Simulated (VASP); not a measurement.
Runs of VASP 6.6.1 on MoRh. The structure is that of space group P-6m2 (No. 187), or close to it. The cells are those of the table. 

```tsv
cell	k mesh	gap on the mesh (eV)	pressure (GPa)
a = 2.743, b = 2.743, c = 4.354 Å, angles 90.0, 90.0, 120.0°, 2 atoms	9 × 9 × 5	none	-2.6
a = 2.725, b = 2.725, c = 4.325 Å, angles 90.0, 90.0, 120.0°, 2 atoms	9 × 9 × 5	none	3.5
a = 2.734, b = 2.734, c = 4.340 Å, angles 90.0, 90.0, 120.0°, 2 atoms	9 × 9 × 5	none	0.4
a = 2.734, b = 2.734, c = 4.340 Å, angles 90.0, 90.0, 120.0°, 2 atoms	8 × 8 × 5	none	(a)
```

Alike in all rows: task single point; level LDA; potentials or basis VASP PAW LDA potentials, release 64 (Mo_sv, Rh_pv); no spin polarisation; cutoff (eV) 500; smearing fermi-dirac 0.05 eV.

Problem. Fill in the values left out.

Solution. (a) 1.2.

Caveats: the cell stands under pressure (at least some runs).

A k mesh can miss the band edges, and the runs leave out spin-orbit coupling on Mo, Rh.

A gap of «none» marks levels without a gap at the run's occupations.
